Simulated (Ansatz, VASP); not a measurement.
Al in VASP and in Ansatz

```xyz
1
Lattice="0.0000 2.0172 2.0172 2.0172 0.0000 2.0172 2.0172 2.0172 0.0000" Properties=species:S:1:pos:R:3 pbc="T T T"
Al    0.0000    0.0000    0.0000
```

Change from the starting cell: volume scaled by 0.99, PAW files.

Alike in both runs: task electric field gradients; functional LDA; k mesh 17 × 17 × 17; occupations fermi-dirac, width 0.03 eV; no spin polarisation.

|  | VASP | Ansatz |
| --- | --- | --- |
| version | VASP 6.6.1 | Ansatz 0.2.0 |
| potentials or method | VASP PAW LDA potentials, release 64 (Al) | PAW with Ansatz's default frozen-core files, scalar-relativistic |
| plane-wave cutoff (eV) | 520 | 420 |
| valence electrons in the cell | 3 | 3 |

|  | VASP | Ansatz | Ansatz less VASP |
| --- | --- | --- | --- |
| pressure (GPa) | -2.9 | -3.0 | -0.05 |

LDA's correlation is that of Perdew and Zunger in VASP and of Perdew and Wang (1992) in Ansatz.
